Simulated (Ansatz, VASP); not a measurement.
## One calculation of Ge, two programs

```
CELL_PARAMETERS angstrom
4.05100 0.00000 0.00000
-2.02550 3.50827 0.00000
0.00000 0.00000 28.00000
ATOMIC_POSITIONS crystal
Ge 0.33333 0.66667 0.51557
Ge 0.66667 0.33333 0.48443
```

Alike in both runs: task single point; functional PBE; k mesh 12 × 12 × 1; occupations gaussian, width 0.1 eV; no spin polarisation.

|  | VASP | Ansatz |
| --- | --- | --- |
| version | VASP 6.6.1 | Ansatz 0.2.0 |
| potentials or method | VASP PAW PBE potentials, release 64 (Ge_d), cutoff 520 eV | scalar-relativistic, plane waves, PAW |
| valence electrons in the cell | 28 | 28 |

|  | VASP | Ansatz | Ansatz less VASP |
| --- | --- | --- | --- |
| gap on the k mesh at the Fermi level (eV) | none | none | - |
| rms of the force components (eV/Å) | 0.459 | 0.460 | +0.0004 |

Atom by atom the forces differ by 0.000 eV/Å (rms over components). A gap of «none» marks a metal or a gap that the smearing closes.
